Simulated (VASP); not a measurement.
Write the native input for VASP 6.6.1 that does the following.

```
Task                   : single point
Functional             : r2SCAN
Potentials or basis    : VASP PAW PBE potentials, release 64 (Se)
Cutoff                 : 550 eV
k mesh                 : 9 × 9 × 9
Occupations            : fermi-dirac, width 0.02 eV
Spin                   : no spin polarisation
Dipole correction      : no
Further INCAR settings : ALGO = Normal; EDIFF = 1e-06; NBANDS = 9
```

The system is Se.

```
Se
1.0
    -1.72246    1.72246    1.72246
     1.72246   -1.72246    1.72246
     1.72246    1.72246   -1.72246
Se
1
Direct
  0.00000 0.00000 0.00000
```

This isn't the form of Se at room conditions, which is trigonal, of chains.

These files were run (other wordings do the same):

POSCAR

```
Se
1.0
   -1.7224563406      1.7224563406      1.7224563406
    1.7224563406     -1.7224563406      1.7224563406
    1.7224563406      1.7224563406     -1.7224563406
Se
1
Direct
    0.0000000000      0.0000000000      0.0000000000
```

INCAR.step1

```
SYSTEM = Se
PREC = Accurate
ENCUT = 550
ISMEAR = -1
SIGMA = 0.02
LREAL = .False.
LASPH = .True.
NELM = 120
NBANDS = 9
GGA = PE
ALGO = Normal
EDIFF = 1E-5
LWAVE = .True.
LCHARG = .False.
GGA_COMPAT = .False.
```

INCAR.step2

```
SYSTEM = Se
PREC = Accurate
ENCUT = 550
EDIFF = 1E-6
ISMEAR = -1
SIGMA = 0.02
LREAL = .False.
LASPH = .True.
NELM = 120
ALGO = Normal
ISIF = 2
LWAVE = .False.
LCHARG = .False.
METAGGA = R2SCAN
LMIXTAU = .True.
NBANDS = 9
ISTART = 1
GGA_COMPAT = .False.
```

KPOINTS

```
Automatic mesh
0
Gamma
  9 9 9
  0 0 0
```

Potentials or basis: VASP PAW PBE potentials, release 64 (Se).

Run with:

```sh
$ cat potpaw_PBE.64/Se/POTCAR > POTCAR
$ cp INCAR.step1 INCAR
$ mpirun -np 1 vasp_std > vasp.out
$ cp INCAR.step2 INCAR
$ mpirun -np 1 vasp_std > vasp.out
```

It gave:

```
Pressure               : -0.1 GPa
Band gap on the k mesh : zero (bands 3 and 4 overlap by 6.32 eV)
```

Caveat: the PAW data sets were made with another functional, which shifts forces and pressure a little.

It took 11 s on 1 thread of Intel(R) Xeon(R) 6975P-C (Granite Rapids), with other jobs on the host, peak memory 0.14 GiB.
